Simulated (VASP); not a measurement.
Co, 3 atoms in the cell. Symmetry: P6/mmm, No. 191, hexagonal system. The conventional cell has a = 3.251 Å, b = 3.251 Å, c = 1.966 Å, α = 90.00°, β = 90.00°, γ = 120.00°. Within 2.6 Å of Co (site symmetry 6/mmm) lie 14 Co at 1.97 to 2.12 Å. Co (site symmetry -6m2) has 11 Co at 1.88 to 2.12 Å within 2.5 Å. 

```yaml
Program: VASP 6.6.1
Task: single point
Functional: LDA
Potentials_or_basis: VASP PAW LDA potentials, release 64 (Co)
Cutoff: 520 eV
k_mesh: 11 × 11 × 15
Occupations: fermi-dirac, width 0.1 eV
Spin: collinear spin, ferromagnetic start
Starting_moments: "[1.7, 1.7, 1.7] μB"
Dipole_correction: no
Further_INCAR_settings: ALGO = Normal; EDIFF = 1e-06; NBANDS = 24
```

Potentials or basis: VASP PAW LDA potentials, release 64 (Co).

The run is started by

```bash
$ cat potpaw_LDA.64/Co/POTCAR > POTCAR
$ mpirun -np 1 vasp_std > vasp.out
```

Hardware: 1 thread of AMD EPYC 9R14 (Zen 4), on a shared host.

Q: How long does it take, and how much memory?

A: It took 76 s on 1 thread of AMD EPYC 9R14 (Zen 4), with other jobs on the host, peak memory 0.15 GiB. Counts: scf iterations 15, k points 128.
